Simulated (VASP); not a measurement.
Au, 2 atoms in the cell. The structure is hexagonal, space group P6_3/mmc (No. 194). The conventional cell has a = 2.890 Å, b = 2.890 Å, c = 4.621 Å, α = 90.00°, β = 90.00°, γ = 120.00°. Au (site symmetry -6m2) has 12 Au at 2.85 to 2.89 Å within 3.8 Å.  This cell differs from its parent crystal: strain +0.000 along x and y, -0.050 along z.

| Quantity | Value |
| --- | --- |
| Program | VASP 6.6.1 |
| Task | single point |
| Functional | r2SCAN |
| Potentials or basis | VASP PAW PBE potentials, release 64 (Au) |
| Cutoff | 520 eV |
| k mesh | 24 × 24 × 12 |
| Occupations | gaussian, width 0.15 eV |
| Spin | no spin polarisation |
| Dipole correction | no |
| Further INCAR settings | ALGO = Normal; EDIFF = 1e-06; NBANDS = 18 |

Potentials or basis: VASP PAW PBE potentials, release 64 (Au).

Run with:

```console
$ cat potpaw_PBE.64/Au/POTCAR > POTCAR
$ cp INCAR.step1 INCAR
$ mpirun -np 1 vasp_std > vasp.out
$ cp INCAR.step2 INCAR
$ mpirun -np 1 vasp_std > vasp.out
```

Hardware: 1 thread of Intel(R) Xeon(R) 6975P-C (Granite Rapids) (shared host).

Task: How long does it take, and how much memory?

Result: It took 7.2 min on 1 thread of Intel(R) Xeon(R) 6975P-C (Granite Rapids), with other jobs on the host, peak memory 0.32 GiB. Counts: k points 427.
